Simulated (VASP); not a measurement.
Runs of VASP 6.6.1 on SiC. The structure is that of space group P6_3/mmc (No. 194), or close to it. The cells are those of the table. 

```tsv
task	cell	k mesh	cutoff (eV)	smearing	gap on the mesh (eV)	pressure (GPa)	relaxed volume (Å³/atom)
single point	a = 2.876, b = 2.876, c = 5.082 Å, angles 90.0, 90.0, 120.0°, 4 atoms	18 × 18 × 10	520	fermi-dirac 0.1 eV	none	0.1	-
single point	a = 2.877, b = 2.877, c = 5.075 Å, angles 90.0, 90.0, 120.0°, 4 atoms	18 × 18 × 10	520	gaussian 0.1 eV	none	0.2	-
single point	a = 2.789, b = 2.789, c = 4.595 Å, angles 90.0, 90.0, 120.0°, 4 atoms	9 × 9 × 4	520	gaussian 0.1 eV	none	48.2	-
relaxation of cell and atoms	relaxed from a = 2.789, b = 2.789, c = 4.595 Å, angles 90.0, 90.0, 120.0°, 4 atoms	9 × 9 × 4	600	gaussian 0.1 eV	none	0.3	9.06
relaxation of cell and atoms	relaxed from a = 2.864, b = 2.864, c = 5.106 Å, angles 90.0, 90.0, 120.0°, 4 atoms	18 × 18 × 10	600	gaussian 0.1 eV	none	0.1	9.09
relaxation of cell and atoms	relaxed from a = 2.864, b = 2.864, c = 5.106 Å, angles 90.0, 90.0, 120.0°, 4 atoms	18 × 18 × 10	600	fermi-dirac 0.1 eV	none	-0.1	(a)
single point	a = 2.864, b = 2.864, c = 5.106 Å, angles 90.0, 90.0, 120.0°, 4 atoms	9 × 9 × 4	520	gaussian 0.1 eV	none	0.2	-
```

Alike in all rows: level PBE; potentials or basis VASP PAW PBE potentials, release 64 (Si, C); no spin polarisation.

**Question.** Estimate the missing entries.

**Answer.** (a) 9.10.

Caveats: the cell stands under pressure (at least some runs); the volume moved by over 15 % at a fixed basis, so the end points are rough (at least some runs).

A gap of «none» marks levels without a gap at the run's occupations.
